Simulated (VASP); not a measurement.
A run of VASP 6.6.1 is set up as follows.

INCAR

```
PREC = Accurate ; ENCUT = 520
EDIFF = 1E-7 ; ISMEAR = 0
SIGMA = 0.2 ; LREAL = False
LASPH = True ; NELM = 60
ALGO = Normal ; ISIF = 2
LWAVE = False ; LCHARG = False
GGA = PE ; NBANDS = 26
```

File KPOINTS:

```
Automatic mesh
0
Gamma
  8 6 8
```

POSCAR

```
LiTaBe2N3
1.0
    0.0000000000      2.8912679884      0.0000000000
   -0.0813305160      0.0000000000      4.2788030516
    5.7570341782     -1.4456339942      0.0077200436
Li Ta Be N
1 1 2 3
Direct
    0.3400016501      0.2746213181      0.6800033003
    0.7215312084      0.7517292715      0.4430624169
    0.4921414935      0.8119517014      0.9842829870
    0.1355132723      0.1962335004      0.2710265446
    0.0689121358      0.8485071847      0.1378242716
    0.7023796260      0.2774303148      0.4047592520
    0.3520205739      0.7770266890      0.7040411478
```

Potentials or basis: VASP PAW PBE potentials, release 64 (Li_sv, Ta_pv, Be, N).

The run is started by

```bash
$ cat potpaw_PBE.64/Li_sv/POTCAR potpaw_PBE.64/Ta_pv/POTCAR potpaw_PBE.64/Be/POTCAR potpaw_PBE.64/N/POTCAR > POTCAR
$ mpirun -np 1 vasp_std > vasp.out
```

Q: Predict the band gap on the k mesh.

A: Zero (an odd number of electrons rules out a gap without spin polarisation).

Q: Predict the largest force.

A: 0.030 eV/Å.

Forces on the atoms (eV/Å):
```
Li  -0.003  0.000  0.004
Ta   0.020  0.000  0.014
Be  -0.016  0.000 -0.005
Be   0.006  0.000  0.019
N   -0.030  0.000  0.004
N   -0.001  0.000 -0.030
N    0.023  0.000 -0.006
```

Caveat: spin-orbit coupling is left out, which moves the levels of the heavy elements.
